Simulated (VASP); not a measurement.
Input of a VASP 6.6.1 run:

File INCAR:

```
PREC     = Accurate       # precision mode
ENCUT    = 520            # plane-wave cutoff, eV
EDIFF    = 1E-6           # SCF threshold, eV
ISMEAR   = 1              # smearing method
SIGMA    = 0.1            # smearing width, eV
LREAL    = False          # projectors in reciprocal space
LASPH    = True           # aspherical terms in the spheres
NELM     = 60             # most SCF steps
ALGO     = Normal         # electronic algorithm
ISIF     = 2              # what is computed and relaxed
LWAVE    = False          # write WAVECAR
LCHARG   = True           # write CHGCAR
LELF     = True           # ELF
LVHAR    = True         
NBANDS   = 14             # bands
```

The input KPOINTS:

```
Automatic mesh
0
Gamma
  9 9 9
```

The input POSCAR:

```
AlAu
1.0
    3.1913747027      0.0000000000      0.0000000000
    0.0000000000      3.1913747027      0.0000000000
    0.0000000000      0.0000000000      3.1913747027
Al Au
1 1
Direct
    0.0000000000      0.0000000000      0.0000000000
    0.5000000000      0.5000000000      0.5000000000
```

Potentials or basis: VASP PAW LDA potentials, release 64 (Al, Au).

Launch:

```sh
$ cat potpaw_LDA.64/Al/POTCAR potpaw_LDA.64/Au/POTCAR > POTCAR
$ mpirun -np 1 vasp_std > vasp.out
```

Question: Estimate the band gap on the k mesh.

Answer: Zero (band 7 reaches 12.63 eV, above the bottom of band 8 at 9.00 eV).

Question: Estimate the pressure.

Answer: -4.9 GPa.

Caveat: spin-orbit coupling is left out, which moves the levels of the heavy elements.
